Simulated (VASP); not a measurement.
**BN: single point with PBE+D3(BJ)**

The system is BN.

```
CELL_PARAMETERS angstrom
2.50612 0.00000 0.00000
-1.25306 2.17037 0.00000
0.00000 0.00000 6.59736
ATOMIC_POSITIONS crystal
B 0.04423 0.08846 0.48545
B 0.33333 0.66667 0.00000
N 0.00000 0.00000 0.00000
N 0.66667 0.33333 0.50000
```

This cell differs from its parent crystal: atom 1 (B) moved by +0.192 Å along [1 2 0] and -0.096 Å along [0 0 1].

```
Program             : VASP 6.6.1
Task                : single point
Functional          : PBE
Dispersion          : D3(BJ)
Potentials or basis : VASP PAW PBE potentials, release 64 (B, N)
Cutoff              : 520 eV
k mesh              : 12 × 12 × 4
Occupations         : gaussian, width 0.05 eV
Spin                : no spin polarisation
```

| Quantity | Value |
| --- | --- |
| Pressure | 5.2 GPa |
| Largest force | 5.532 eV/Å |
| Band gap on the k mesh | 3.08 eV, indirect (least direct gap 4.20 eV) |
| Dispersion energy per atom | -0.142 eV |

Forces in eV/Å, atoms in the order of the input:
```
B    0.000 -5.434  1.035
B    0.000  0.003 -0.086
N    0.000  0.003  0.072
N    0.000  5.428 -1.022
```

Stress tensor (GPa, compression positive):
```
16.80  0.00  0.00
 0.00 -0.53  2.30
 0.00  2.30 -0.72
```

Levels at points of the mesh, in eV from the valence-band top:
| k point | band 6 | band 7 | band 8 | band 9 | band 10 | band 11 |
| --- | --- | --- | --- | --- | --- | --- |
| (0.00, 0.00, 0.00) | -2.38 | -2.38 | 0.00 | 4.20 | 8.09 | 9.35 |
| (0.50, 0.00, 0.00) | -4.04 | -2.19 | -1.49 | 3.09 | 4.25 | 7.95 |
| (0.00, 0.50, 0.00) | -5.17 | -2.73 | -1.86 | 3.67 | 5.81 | 8.54 |
| (0.00, 0.00, 0.50) | -2.38 | -2.38 | 0.00 | 6.23 | 6.87 | 8.28 |
| (0.50, 0.00, 0.50) | -4.04 | -1.98 | -1.57 | 3.12 | 3.67 | 8.09 |
| (0.00, 0.50, 0.50) | -5.17 | -2.55 | -1.96 | 3.66 | 5.22 | 8.77 |

It took 66 s on 1 thread of Intel Xeon 6975P-C, on a shared host, peak memory 0.22 GiB.

Caveat: the cell differs from its parent crystal (atom 1 (B) moved by +0.192 Å along [1 2 0] and -0.096 Å along [0 0 1]); forces of over 1 eV/Å act on the atoms, so gaps and moduli don't describe the material at rest. A k mesh can miss the band edges.
